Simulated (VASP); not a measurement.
**TiSe2: single point with PBE**

The system is TiSe2.

```
Ti Se
1.0
     3.53939    0.00000    0.00000
    -1.76970    3.06521    0.00000
     0.00000    0.00000    6.74278
Ti Se
1 2
Cartesian
  0.0000 0.0000 0.0000
  0.0000 2.0435 1.5493
  1.7697 1.0217 5.1935
```

```json
{"Program": "VASP 6.6.1", "Task": "single point", "Functional": "PBE", "Potentials or basis": "VASP PAW PBE potentials, release 64 (Ti_sv, Se)", "Cutoff": "500 eV", "k mesh": "15 × 15 × 8", "Occupations": "gaussian, width 0.1 eV", "Spin": "no spin polarisation"}
```

```
Pressure               : 0.1 GPa
Largest force          : 0.016 eV/Å
Band gap on the k mesh : zero (band 12 reaches 4.08 eV, above the bottom of band 13 at 3.54 eV)
```

Forces in eV/Å, atoms in the order of the input:
```
Ti   0.000  0.000  0.000
Se   0.000  0.000  0.016
Se   0.000  0.000 -0.016
```

Levels at points of the mesh, in eV from the Fermi level:
```tsv
k point	band 9	band 10	band 11	band 12	band 13	band 14	band 15	band 16
(0.00, 0.00, 0.00)	-2.18	-0.61	0.46	0.46	0.49	0.49	0.64	3.42
(0.00, 0.00, 0.50)	-2.17	-2.07	0.44	0.44	0.45	0.45	1.04	3.50
```

Run time: 110 s on 1 thread of Intel(R) Xeon(R) 6975P-C (Granite Rapids), on a shared host, peak memory 0.37 GiB.

Caveat: this functional lacks dispersion, which binds the layers, so the pressure and a relaxed spacing across them are unreliable.
